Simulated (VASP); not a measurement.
Write the native input for VASP 6.6.1 that does the following.

| Quantity | Value |
| --- | --- |
| Task | single point |
| Functional | LDA |
| Potentials or basis | VASP PAW LDA potentials, release 64 (Ru_sv) |
| Cutoff | 560 eV |
| k mesh | 13 × 13 × 8 |
| Occupations | fermi-dirac, width 0.05 eV |
| Spin | collinear spin, ferromagnetic start |
| Starting moments | [1.0, 1.0] μB |
| Dipole correction | no |
| Further INCAR settings | ALGO = Normal; EDIFF = 1e-06; NBANDS = 27 |

The structure of Ru lies in POSCAR:

```
Ru
1.0
    2.6778378927      0.0000000000      0.0000000000
   -1.3389189463      2.3190756423      0.0000000000
    0.0000000000      0.0000000000      4.2151977369
Ru
2
Direct
    0.3333333333      0.6666666667      0.2500000000
    0.6666666667      0.3333333333      0.7500000000
```

The input as run:

INCAR

```
SYSTEM = Ru
PREC = Accurate
ENCUT = 560
EDIFF = 1E-6
ISMEAR = -1
SIGMA = 0.05
LREAL = .FALSE.
LASPH = .TRUE.
NELM = 200
ALGO = Normal
ISIF = 2
LWAVE = .FALSE.
LCHARG = .FALSE.
ISPIN = 2
MAGMOM = 1 1
LORBIT = 11
LMAXMIX = 4
NBANDS = 27
GGA_COMPAT = .FALSE.
```

KPOINTS

```
Automatic mesh
0
G
  13 13 8
  0 0 0
```

Potentials or basis: VASP PAW LDA potentials, release 64 (Ru_sv).

Run with:

```sh
$ cat potpaw_LDA.64/Ru_sv/POTCAR > POTCAR
$ mpirun -np 1 vasp_std > vasp.out
```

Results of the run:

* Pressure: 0.5 GPa
* Band gap on the k mesh: zero (filled and empty bands overlap)
* Net moment: 0.00 μB per cell
* Valence electrons inside the program's atomic spheres: Ru 13.68

Run time: 120 s on 1 thread of Intel(R) Xeon(R) Platinum 8259CL CPU @ 2.50GHz (Skylake/Cascade Lake), on a shared host, peak memory 0.22 GiB.
